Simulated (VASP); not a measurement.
# PbS (zincblende type) (F-43m) in VASP: a series of runs, part 2 of 2

VASP 6.6.1. Earlier steps stand in the parts before.

### 3 Single point, LDA (29.84 Å³/atom)

This run uses another cell than the first one, of 29.84 Å³/atom.

Input file POSCAR:

```
PbS
1.0
    0.0000000000      3.1018054951      3.1018054951
    3.1018054951      0.0000000000      3.1018054951
    3.1018054951      3.1018054951      0.0000000000
Pb S
1 1
Direct
    0.0000000000      0.0000000000      0.0000000000
    0.2500000000      0.2500000000      0.2500000000
```

Input file INCAR.step1:

```
ALGO = Normal ; EDIFF = 1E-6
ENCUT = 520 ; ISIF = 2
ISMEAR = -1 ; LASPH = True
LCHARG = True ; LREAL = False
LWAVE = False ; NBANDS = 17
NELM = 60 ; PREC = Accurate
SIGMA = 0.1
```

Input file KPOINTS.step1:

```
k-points
0
Gamma
  12 12 12
```

Input file INCAR.step2:

```
ALGO = Normal ; EDIFF = 1E-6
ENCUT = 520 ; ICHARG = 11
ISIF = 2 ; ISMEAR = -5
LASPH = True ; LCHARG = False
LORBIT = 11 ; LREAL = False
LWAVE = False ; NEDOS = 1001
NELM = 60 ; PREC = Accurate
SIGMA = 0.1
```

Input file KPOINTS.step2:

```
k-points
0
Gamma
  18 18 18
```

Potentials or basis: VASP PAW LDA potentials, release 64 (Pb_d, S).

Launch:

```sh
$ cat potpaw_LDA.64/Pb_d/POTCAR potpaw_LDA.64/S/POTCAR > POTCAR
$ cp INCAR.step1 INCAR
$ cp KPOINTS.step1 KPOINTS
$ mpirun -np 1 vasp_std > vasp.out
$ cp INCAR.step2 INCAR
$ cp KPOINTS.step2 KPOINTS
$ mpirun -np 1 vasp_std > vasp.out
```

OUTCAR:

```text
EDIFF = 1E-6
   ENCUT = 520
   ICHARG = 11
   ISIF = 2
   ISMEAR = -5
   LASPH = True
   LORBIT = 11
   LREAL = False
   NELM = 60
   PREC = Accurate

 ion  position               nearest neighbor table
   1  0.000  0.000  0.000-   2 2.69   2 2.69   2 2.69   2 2.69
   2  0.250  0.250  0.250-   1 2.69   1 2.69   1 2.69   1 2.69

  LATTYP: Found a face centered cubic cell.
 ALAT       =     6.2036109902

  Lattice vectors:

 A1 = (   0.0000000000,   3.1018054951,   3.1018054951)
 A2 = (   3.1018054951,   0.0000000000,   3.1018054951)
 A3 = (   3.1018054951,   3.1018054951,   0.0000000000)

Analysis of symmetry for initial positions (statically):
=====================================================================
 Subroutine PRICEL returns:
 Original cell was already a primitive cell.

 Routine SETGRP: Setting up the symmetry group for a
 face centered cubic supercell.

 Subroutine GETGRP returns: Found 24 space group operations
 (whereof 24 operations were pure point group operations)
 out of a pool of 48 trial point group operations.

The static configuration has the point symmetry T_d .

Analysis of symmetry for dynamics (positions and initial velocities):
=====================================================================
 Subroutine PRICEL returns:
 Original cell was already a primitive cell.

 Routine SETGRP: Setting up the symmetry group for a
 face centered cubic supercell.

 Subroutine GETGRP returns: Found 24 space group operations
 (whereof 24 operations were pure point group operations)
 out of a pool of 48 trial point group operations.

The dynamic configuration has the point symmetry T_d .

 Subroutine INISYM returns: Found 24 space group operations
 (whereof 24 operations are pure point group operations),
 and found     1 'primitive' translations

----------------------------------------------------------------------------------------

                                     Primitive cell

  volume of cell :      59.6862

  direct lattice vectors                    reciprocal lattice vectors
     0.000000000  3.101805495  3.101805495    -0.161196439  0.161196439  0.161196439
     3.101805495  0.000000000  3.101805495     0.161196439 -0.161196439  0.161196439
     3.101805495  3.101805495  0.000000000     0.161196439  0.161196439 -0.161196439

  length of vectors
     4.386615399  4.386615399  4.386615399     0.279200422  0.279200422  0.279200422

  position of ions in fractional coordinates (direct lattice)
     0.000000000  0.000000000  0.000000000
     0.250000000  0.250000000  0.250000000

  ion indices of the primitive-cell ions
   primitive index   ion index
                 1           1
                 2           2

----------------------------------------------------------------------------------------

 KPOINTS: k-points

Automatic generation of k-mesh.
 Grid dimensions read from file:
 generate k-points for:   18   18   18

 Generating k-lattice:

[... 43 lines left out ...]
 -0.222222  0.055556  0.000000     24.000000
 [... further k-points ...]
   k-points           NKPTS =    195   k-points in BZ     NKDIM =    195   number of bands    NBANDS=     14
   number of dos      NEDOS =   1001   number of ions     NIONS =      2
   total plane-waves  NPLWV =  46656
   dimension x,y,z NGX =    36 NGY =   36 NGZ =   36
   dimension x,y,z NGXF=    72 NGYF=   72 NGZF=   72
   ions per type =               1   1
   NGX,Y,Z   is equivalent  to a cutoff of  13.64, 13.64, 13.64 a.u.
   NGXF,Y,Z  is equivalent  to a cutoff of  27.29, 27.29, 27.29 a.u.
 SYSTEM =  unknown system
   PREC   = accura    normal or accurate (medium, high low for compatibility)
   ISTART =      0    job   : 0-new  1-cont  2-samecut
   ICHARG =     11    charge: 1-file 2-atom 10-const
   ISPIN  =      1    spin polarized calculation?
   LNONCOLLINEAR =      F non collinear calculations
   LSORBIT =      F    spin-orbit coupling
   LASPH  =      T    aspherical Exc in radial PAW
   ENCUT  =  520.0 eV  38.22 Ry    6.18 a.u.   8.16  8.16  8.16*2*pi/ulx,y,z
   NELM   =     60;   NELMIN=  2; NELMDL=  0     # of ELM steps
   EDIFF  = 0.1E-05   stopping-criterion for ELM
   LREAL  =      F    real-space projection
   EDIFFG = 0.1E-04   stopping-criterion for IOM
   NSW    =      0    number of steps for IOM
   IBRION =     -1    ionic relax: 0-MD 1-quasi-New 2-CG
   NFREE  =      0    steps in history (QN), initial steepest desc. (CG)
   ISIF   =      2    stress and relaxation
   ISYM   =      2    0-nonsym 1-usesym 2-fastsym
   POTIM  = 0.5000    time-step for ionic-motion
   TEBEG  =    0.0;   TEEND  =   0.0 temperature during run
   PSTRESS=    0.0 pullay stress
   NELECT =      20.0000    total number of electrons
   NUPDOWN=      -1.0000    fix difference up-down
   EMIN   =  10.00;   EMAX   =-10.00  energy-range for DOS
   EFERMI =   0.00;   METHOD = LEGACY
   ISMEAR =    -5;   SIGMA  =   0.10  broadening in eV -4-tet -1-fermi 0-gaus
   EFERMI_NEDOS =   21; number of points for ismear=-14 and -15
   IALGO  =     38    algorithm
   IMIX   =      4    mixing-type and parameters
     AMIX     =   0.40;   BMIX     =  1.00
     AMIX_MAG =   1.60;   BMIX_MAG =  1.00
  volume/ion in A,a.u.               =      29.84       201.39
  Fermi-wavevector in a.u.,A,eV,Ry     =   1.137087  2.148782 17.591875  1.292966
  Thomas-Fermi vector in A             =   2.273792
   LORBIT       =     11    0 simple, 1 ext, 2 COOP (PROOUT), +10 PAW based schemes
   GGA     = CA    functional components
   LHFCALC =     F    Hartree Fock is set to
   AEXX    =    0.0000 exact exchange contribution
   IVDW    =     0    specifies the selected vdW correction
   LEPSILON=     F    determine dielectric tensor
   LRPA    =     F    only Hartree local field effects (RPA)
 non-spin polarized calculation
 Fermi weights with tetrahedron method with Bloechl corrections
  energy-cutoff  :      520.00
  volume of cell :       59.69
 maximum number of plane-waves:      1639
 NGX is ok and might be reduce to    36

 number of electron      20.0000002 magnetization

 Free energy of the ion-electron system (eV)
  ---------------------------------------------------
  ext. energy  EPLUGINS =         0.00000000
  ---------------------------------------------------
  free energy    TOTEN  =        -9.22324264 eV

  energy without entropy =       -9.22324264  energy(sigma->0) =       -9.22324264

 E-fermi :   4.6354     XC(G=0):  -9.1636

 val. band max:        4.6177272656   @ k =  -0.2778   0.5000   0.2222
 cond. band min:       4.6681420433   @ k =   0.5000   0.5000   0.0000
 fundamental gap:      0.0504147777
 Fermi energy:         4.6353760506

 k-point     1 :       0.0000    0.0000    0.0000
  band No.  band energies     occupation
      1     -12.3174      2.00000
      2     -12.3174      2.00000
      3     -12.3174      2.00000
      4     -12.2194      2.00000
      5     -12.2194      2.00000
      6      -9.4097      2.00000
      7      -0.9836      2.00000
      8       2.1990      2.00000
      9       2.1990      2.00000
     10       2.1990      2.00000
     11       6.7624      0.00000
     12       6.7624      0.00000
     13       6.7624      0.00000
     14       9.7176      0.00000
[... 377 lines left out ...]
      1     -12.3638      2.00000
      2     -12.3040      2.00000
      3     -12.3016      2.00000
      4     -12.2196      2.00000
      5     -12.2159      2.00000
      6      -8.9327      2.00000
      7      -2.4640      2.00000
      8       1.5834      2.00000
      9       1.9016      2.00000
     10       2.6192      2.00000
     11       6.7161      0.00000
     12       7.2368      0.00000
     13       7.4735      0.00000
     14      11.5096      0.00000

 [... further k-points ...]
[... 5 lines left out ...]
  --------------------------------------------------------------------------------------
  -------------------------------------------------------------------------------------
  Total        2.7165336      2.7165336      2.7165336      0.0000000      0.0000000      0.0000000
  in kB       72.9208934     72.9208934     72.9208934      0.0000000      0.0000000      0.0000000
  external PRESSURE =      72.9208934 kB  Pullay stress =       0.0000000 kB

 VOLUME and BASIS-vectors are now :
 -----------------------------------------------------------------------------
  energy-cutoff  :      520.00
  volume of cell :       59.69
      direct lattice vectors                 reciprocal lattice vectors
     0.000000000  3.101805495  3.101805495    -0.161196439  0.161196439  0.161196439
     3.101805495  0.000000000  3.101805495     0.161196439 -0.161196439  0.161196439
     3.101805495  3.101805495  0.000000000     0.161196439  0.161196439 -0.161196439

 POSITION                                       TOTAL-FORCE (eV/Angst)
 -----------------------------------------------------------------------------------
      0.00000      0.00000      0.00000         0.000000      0.000000      0.000000
      1.55090      1.55090      1.55090        -0.000000     -0.000000     -0.000000
 -----------------------------------------------------------------------------------
    total drift:                                0.000000      0.000000      0.000000

  FREE ENERGIE OF THE ION-ELECTRON SYSTEM (eV)
  ---------------------------------------------------
  free  energy   TOTEN  =        -9.2232426360 eV

  energy  without entropy=       -9.2232426360  energy(sigma->0) =       -9.22324264

 total charge

# of ion       s       p       d       tot
------------------------------------------
    1        1.487   0.648   9.841  11.976
    2        1.369   2.360   0.000   3.729
--------------------------------------------------
tot          2.857   3.007   9.841  15.705
```

OUTCAR.step1:

```text
EDIFF = 1E-6
   ENCUT = 520
   ISIF = 2
   ISMEAR = -1
   LASPH = True
[... 701 lines left out ...]
      0.00000      0.00000      0.00000        -0.000000      0.000000     -0.000000
      1.55090      1.55090      1.55090         0.000000     -0.000000      0.000000
 -----------------------------------------------------------------------------------
    total drift:                                0.000000      0.000000      0.000000

  FREE ENERGIE OF THE ION-ELECTRON SYSTEM (eV)
  ---------------------------------------------------
  free  energy   TOTEN  =        -9.2260341406 eV

  energy  without entropy=       -9.2172735953  energy(sigma->0) =       -9.22165387
```

It took 4.6 min on 1 thread of Intel Xeon 8259CL, shared host; peak memory 0.29 GiB.

Results:

- Valence electrons inside the program's atomic spheres: Pb 11.98; S 3.73

Levels at points of the mesh, in eV from the valence-band top:
```csv
k point,band 7,band 8,band 9,band 10,band 11,band 12,band 13,band 14
"(0.00, 0.00, 0.00)",-5.60,-2.42,-2.42,-2.42,2.14,2.14,2.14,5.10
"(0.50, 0.00, 0.00)",-8.52,-3.10,-3.10,-2.41,2.96,2.96,3.71,6.67
"(0.50, 0.50, 0.00)",-9.01,-4.03,-4.03,-0.72,0.05,5.63,5.63,5.65
```

Caveat: spin-orbit coupling is left out, which moves the levels of the heavy elements.

### 4 Single point, LDA (33.91 Å³/atom)

This run uses another cell than the first one, of 33.91 Å³/atom.

Input file POSCAR:

```
PbS
1.0
    0.0000000000      3.2368333266      3.2368333266
    3.2368333266      0.0000000000      3.2368333266
    3.2368333266      3.2368333266      0.0000000000
Pb S
1 1
Direct
    0.0000000000      0.0000000000      0.0000000000
    0.2500000000      0.2500000000      0.2500000000
```

Input file INCAR.step1:

```
SYSTEM = PbS
PREC = Accurate
ENCUT = 520
EDIFF = 1E-6
ISMEAR = -1
SIGMA = 0.1
LREAL = .False.
LASPH = .True.
NELM = 100
ALGO = Normal
ISIF = 2
LWAVE = .False.
LCHARG = .True.
GGA = CA
NBANDS = 17
```

Input file KPOINTS.step1:

```
regular mesh
0
Gamma
  12 12 12
  0 0 0
```

Input file INCAR.step2:

```
SYSTEM = PbS
PREC = Accurate
ENCUT = 520
EDIFF = 1E-6
ISMEAR = -5
SIGMA = 0.1
LREAL = .False.
LASPH = .True.
NELM = 100
ALGO = Normal
ISIF = 2
LWAVE = .False.
LCHARG = .False.
GGA = CA
LORBIT = 11
NBANDS = 17
NEDOS = 1001
ICHARG = 11
```

Input file KPOINTS.step2:

```
regular mesh
0
Gamma
  18 18 18
  0 0 0
```

Launch:

```sh
$ cat potpaw_LDA.64/Pb_d/POTCAR potpaw_LDA.64/S/POTCAR > POTCAR
$ cp INCAR.step1 INCAR
$ cp KPOINTS.step1 KPOINTS
$ mpirun -np 1 vasp_std > vasp.out
$ cp INCAR.step2 INCAR
$ cp KPOINTS.step2 KPOINTS
$ mpirun -np 1 vasp_std > vasp.out
```

Wall time 3.5 min (1 thread of Intel Xeon 8259CL, shared host); peak memory 0.33 GiB.

Results (log left out):

```
Valence electrons inside the program's atomic spheres : Pb 11.89; S 3.68
```

Levels at points of the mesh, in eV from the valence-band top:
```csv
k point,band 7,band 8,band 9,band 10,band 11,band 12,band 13,band 14
"(0.00, 0.00, 0.00)",-5.86,-1.92,-1.92,-1.92,2.33,2.33,2.33,5.04
"(0.50, 0.00, 0.00)",-7.96,-2.49,-2.49,-2.13,3.07,3.07,3.56,6.76
"(0.50, 0.50, 0.00)",-8.39,-3.26,-3.26,-0.55,0.46,5.20,5.20,5.74
```

Caveat: spin-orbit coupling is left out, which moves the levels of the heavy elements.
